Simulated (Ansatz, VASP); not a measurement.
## TaN in VASP and in Ansatz

INCAR

```
ALGO = Normal ; EDIFF = 1E-7
ENCUT = 520 ; GGA = PS
ISIF = 2 ; ISMEAR = 0
LASPH = True ; LCHARG = False
LREAL = False ; LWAVE = False
NBANDS = 15 ; NELM = 80
PREC = Accurate ; SIGMA = 0.15
```

File KPOINTS:

```
k-points
0
Gamma
  12 12 12
```

POSCAR

```
TaN
1.0
    2.8844752965     -0.0444662990      0.0561825516
   -1.4807465928      2.6355040787     -0.0249924264
    0.0551591683      0.0035130642      2.8085165831
Ta N
1 1
Direct
    0.3411096603      0.6682200582      0.4967821879
   -0.0077763270     -0.0015533916      0.0032178121
```

Input for Ansatz:

```yaml
crystal:
  lattice:
    - [2.8844752965, -0.044466299, 0.0561825516]
    - [-1.4807465928, 2.6355040787, -0.0249924264]
    - [0.0551591683, 0.0035130642, 2.8085165831]
  atoms:
    - { symbol: Ta, position: [0.3411096603, 0.6682200582, 0.4967821879] }
    - { symbol: "N", position: [-0.007776327, -0.0015533916, 0.0032178121] }
basis:
  ecutwfc: 420
kpoints:
  mp_grid: { grid: [12, 12, 12] }
hamiltonian:
  xc: pbesol
scf:
  occupations: { method: gaussian, width: 0.15 }
output:
  forces: true
  stress: true
  eigenvalues: true
```

Change from the starting cell: all atoms moved at random, sigma 0.02 Å a component, cell strained at random, sigma 0.03.

Alike in both runs: task single point; functional PBEsol; k mesh 12 × 12 × 12; occupations gaussian, width 0.15 eV; no spin polarisation.

|  | VASP | Ansatz |
| --- | --- | --- |
| version | VASP 6.6.1 | Ansatz 0.2.0 |
| potentials or method | VASP PAW PBE potentials, release 64 (Ta_pv, N), cutoff 520 eV | scalar-relativistic, plane waves, PAW |
| valence electrons in the cell | 16 | 18 |

```csv
,VASP,Ansatz,Ansatz less VASP
gap on the k mesh at the Fermi level (eV),none,none,-
pressure (GPa),5.6,4.7,-0.91
"traceless stress, the component that is largest in VASP (GPa)",-18.55,-18.42,+0.128
rms of the force components (eV/Å),0.574,0.566,-0.0082
```

VASP's potentials were made for PBE, not for PBEsol. Atom by atom the forces differ by 0.009 eV/Å (rms over components). A gap of «none» marks a metal or a gap that the smearing closes. VASP's potentials hold 16 valence electrons a cell and Ansatz's 18, so a difference there can come from the potentials and not from the codes.

Spin-orbit coupling is off throughout.
